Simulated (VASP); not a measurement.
Input of a VASP 6.6.1 run:

Contents of INCAR:

```
SYSTEM = Al
ALGO = Normal
EDIFF = 1E-6
ENCUT = 520
GGA = PE
ISIF = 2
ISMEAR = 0
LASPH = .TRUE.
LCHARG = .FALSE.
LREAL = .FALSE.
LWAVE = .FALSE.
NBANDS = 8
NELM = 80
PREC = Accurate
SIGMA = 0.05
```

Contents of KPOINTS:

```
k-points
0
G
  18 18 18
  0 0 0
```

Contents of POSCAR:

```
Al
1.0
   -1.6124835380      1.6124835380      1.6124835380
    1.6124835380     -1.6124835380      1.6124835380
    1.6124835380      1.6124835380     -1.6124835380
Al
1
Direct
    0.0000000000      0.0000000000      0.0000000000
```

Potentials or basis: VASP PAW PBE potentials, release 64 (Al).

Launch:

```console
$ cat potpaw_PBE.64/Al/POTCAR > POTCAR
$ mpirun -np 1 vasp_std > vasp.out
```

Q: Estimate the pressure.

A: 0.7 GPa.
